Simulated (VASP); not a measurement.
Here is a VASP 6.6.1 calculation.

The input POSCAR:

```
BN
1.0
    2.4913353474      0.0000000000      0.0000000000
   -1.2456676737      2.1575597002      0.0000000000
    0.0000000000      0.0000000000      4.0010591824
B N
2 2
Direct
    0.0000000000      0.0000000000      0.0000000000
    0.0000000000      0.0000000000      0.5000000000
    0.3333333333      0.6666666667      0.2500000000
    0.6666666667      0.3333333333      0.7500000000
```

INCAR.step1

```
PREC     = Accurate       # precision mode
ENCUT    = 520            # plane-wave cutoff, eV
ISMEAR   = 0              # smearing method
SIGMA    = 0.01           # smearing width, eV
LREAL    = F              # projectors in reciprocal space
LASPH    = T              # aspherical terms in the spheres
NELM     = 60             # most SCF steps
NBANDS   = 16             # bands
GGA      = PE             # functional
ALGO     = Normal         # electronic algorithm
EDIFF    = 1E-4           # SCF threshold, eV
LWAVE    = T              # write WAVECAR
LCHARG   = F              # write CHGCAR
```

The input INCAR.step2:

```
PREC     = Accurate       # precision mode
ENCUT    = 520            # plane-wave cutoff, eV
EDIFF    = 1E-6           # SCF threshold, eV
ISMEAR   = 0              # smearing method
SIGMA    = 0.01           # smearing width, eV
LREAL    = F              # projectors in reciprocal space
LASPH    = T              # aspherical terms in the spheres
NELM     = 60             # most SCF steps
ALGO     = Normal         # electronic algorithm
ISIF     = 2              # what is computed and relaxed
LWAVE    = F              # write WAVECAR
LCHARG   = F              # write CHGCAR
METAGGA  = R2SCAN         # meta-GGA
LMIXTAU  = T            
NBANDS   = 16             # bands
ISTART   = 1
```

KPOINTS

```
Automatic mesh
0
Gamma
  9 9 6
```

Potentials or basis: VASP PAW PBE potentials, release 64 (B, N).

The run is started by

```console
$ cat potpaw_PBE.64/B/POTCAR potpaw_PBE.64/N/POTCAR > POTCAR
$ cp INCAR.step1 INCAR
$ mpirun -np 1 vasp_std > vasp.out
$ cp INCAR.step2 INCAR
$ mpirun -np 1 vasp_std > vasp.out
```

Question: Predict the band gap on the k mesh.

Answer: 1.85 eV, indirect (least direct gap 5.67 eV).

Question: What does it give for the pressure?

Answer: 0.3 GPa.

Stress tensor (GPa, compression positive):
```
0.40 0.00 0.00
0.00 0.40 0.00
0.00 0.00 0.23
```

Caveat: the PAW data sets were made with another functional, which shifts forces and pressure a little. A k mesh can miss the band edges.
